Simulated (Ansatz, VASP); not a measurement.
**BaTiO3: VASP beside Ansatz**

File POSCAR:

```
BaTiO3
1.0
    2.8789633634      1.6621702728      2.2688392628
   -2.8789633634      1.6621702728      2.2688392628
    0.0000000000     -3.3243405456      2.2688392628
Ba Ti O
1 1 3
Direct
    0.0027851043      0.0027851043      0.0027851043
    0.5162478494      0.5162478494      0.5162478494
    0.4897536543      0.4897536543      0.9801597377
    0.4897536543      0.9801597377      0.4897536543
    0.9801597377      0.4897536543      0.4897536543
```

The input INCAR.step1:

```
SYSTEM = BaTiO3
PREC     = Accurate       ! precision mode
ENCUT    = 520            ! plane-wave cutoff, eV
ISMEAR   = 0              ! smearing method
SIGMA    = 0.05           ! smearing width, eV
LREAL    = .FALSE.        ! projectors in reciprocal space
LASPH    = .TRUE.         ! aspherical terms in the spheres
NELM     = 100            ! most SCF steps
NBANDS   = 28             ! bands
GGA      = PE             ! functional
ALGO     = Normal         ! electronic algorithm
EDIFF    = 1E-4           ! SCF threshold, eV
LWAVE    = .TRUE.         ! write WAVECAR
LCHARG   = .FALSE.        ! write CHGCAR
```

Contents of INCAR.step2:

```
SYSTEM = BaTiO3
PREC     = Accurate       ! precision mode
ENCUT    = 520            ! plane-wave cutoff, eV
EDIFF    = 1E-7           ! SCF threshold, eV
ISMEAR   = 0              ! smearing method
SIGMA    = 0.05           ! smearing width, eV
LREAL    = .FALSE.        ! projectors in reciprocal space
LASPH    = .TRUE.         ! aspherical terms in the spheres
NELM     = 100            ! most SCF steps
ALGO     = Normal         ! electronic algorithm
ISIF     = 2              ! what is computed and relaxed
LWAVE    = .FALSE.        ! write WAVECAR
LCHARG   = .FALSE.        ! write CHGCAR
METAGGA  = R2SCAN         ! meta-GGA
LMIXTAU  = .TRUE.       
NBANDS   = 28             ! bands
ISTART   = 1
```

KPOINTS

```
Automatic mesh
0
G
  6 6 6
  0 0 0
```

Input for Ansatz:

```yaml
crystal:
  lattice:
    - [2.8789633634, 1.6621702728, 2.2688392628]
    - [-2.8789633634, 1.6621702728, 2.2688392628]
    - [0.0, -3.3243405456, 2.2688392628]
  atoms:
    - { symbol: Ba, position: [0.0027851043, 0.0027851043, 0.0027851043] }
    - { symbol: Ti, position: [0.5162478494, 0.5162478494, 0.5162478494] }
    - { symbol: O, position: [0.4897536543, 0.4897536543, 0.9801597377] }
    - { symbol: O, position: [0.4897536543, 0.9801597377, 0.4897536543] }
    - { symbol: O, position: [0.9801597377, 0.4897536543, 0.4897536543] }
basis:
  ecutwfc: 500
kpoints:
  mp_grid: { grid: [6, 6, 6] }
hamiltonian:
  xc: r2scan
scf:
  occupations: { method: gaussian, width: 0.05 }
output:
  forces: true
  stress: true
  eigenvalues: true
```

Alike in both runs: task single point; functional r2SCAN; k mesh 6 × 6 × 6; occupations gaussian, width 0.05 eV; no spin polarisation.

```csv
,VASP,Ansatz
version,VASP 6.6.1,Ansatz 0.2.0
potentials or method,"VASP PAW PBE potentials, release 64 (Ba_sv, Ti_sv, O), cutoff 520 eV","scalar-relativistic, plane waves, PAW"
valence electrons in the cell,40,40
```

```csv
,VASP,Ansatz,Ansatz less VASP
gap on the k mesh at the Fermi level (eV),2.79,2.81,+0.013
least direct gap on the mesh (eV),3.27,3.25,-0.019
pressure (GPa),1.7,-0.3,-1.92
"traceless stress, the component that is largest in VASP (GPa)",6.59,6.50,-0.086
rms of the force components (eV/Å),0.085,0.055,-0.0301
```

VASP's potentials were made for PBE, not for r2SCAN. Atom by atom the forces differ by 0.062 eV/Å (rms over components).

Spin-orbit coupling is off throughout.
